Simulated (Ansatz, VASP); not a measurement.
# One calculation of P, two programs

INCAR

```
PREC = Accurate
ENCUT = 600
EDIFF = 1E-6
ISMEAR = 0
SIGMA = 0.1
LREAL = F
LASPH = T
NELM = 60
ALGO = Normal
ISIF = 3
LWAVE = F
LCHARG = F
GGA = PE
IBRION = 2
NSW = 90
EDIFFG = -0.04
```

Contents of KPOINTS:

```
regular mesh
0
Gamma
  6 6 4
```

POSCAR

```
P
1.0
    3.4009065300      0.0000000000      0.0000000000
   -1.7004532600      2.9452714500      0.0000000000
    0.0000000000      0.0000000000      3.9288043500
P
2
Direct
    0.3333333300      0.6666666700      0.0000000000
    0.6666666700      0.3333333300      0.0000000000
```

Input for Ansatz:

```yaml
crystal:
  lattice:
    - [3.40090653, 0.0, 0.0]
    - [-1.70045326, 2.94527145, 0.0]
    - [0.0, 0.0, 3.92880435]
  atoms:
    - { symbol: P, position: [0.33333333, 0.66666667, 0.0] }
    - { symbol: P, position: [0.66666667, 0.33333333, 0.0] }
basis:
  ecutwfc: 420
kpoints:
  mp_grid: { grid: [6, 6, 4] }
hamiltonian:
  xc: pbe
scf:
  occupations: { method: gaussian, width: 0.1 }
  lower_state_search: "off"
output:
  forces: true
  stress: true
  eigenvalues: true
relax:
  adjacent_minimum: "off"
  f_tol: 0.04
  max_steps: 70
  cell: { stress_tol: 0.4 }
```

Alike in both runs: task relaxation of cell and atoms; functional PBE; k mesh 6 × 6 × 4; occupations gaussian, width 0.1 eV; no spin polarisation.

|  | VASP | Ansatz |
| --- | --- | --- |
| version | VASP 6.6.1 | Ansatz 0.2.0 |
| potentials or method | VASP PAW PBE potentials, release 64 (P), cutoff 600 eV | scalar-relativistic, plane waves, PAW |
| valence electrons in the cell | 10 | 10 |

VASP gave:

```
gap on the k mesh at the Fermi level, each at its own relaxed structure (eV) : none
relaxed volume (Å³/atom)                                                     : 17.63
relaxed cell length with the largest relative difference (Å)                 : 4.031
```

Which values does Ansatz return?

gap on the k mesh at the Fermi level, each at its own relaxed structure (eV): none; relaxed volume (Å³/atom): 17.65; relaxed cell length with the largest relative difference (Å): 4.035.

A gap of «none» marks a metal or a gap that the smearing closes.

The k mesh is coarse, so the values compare programs but aren't converged.
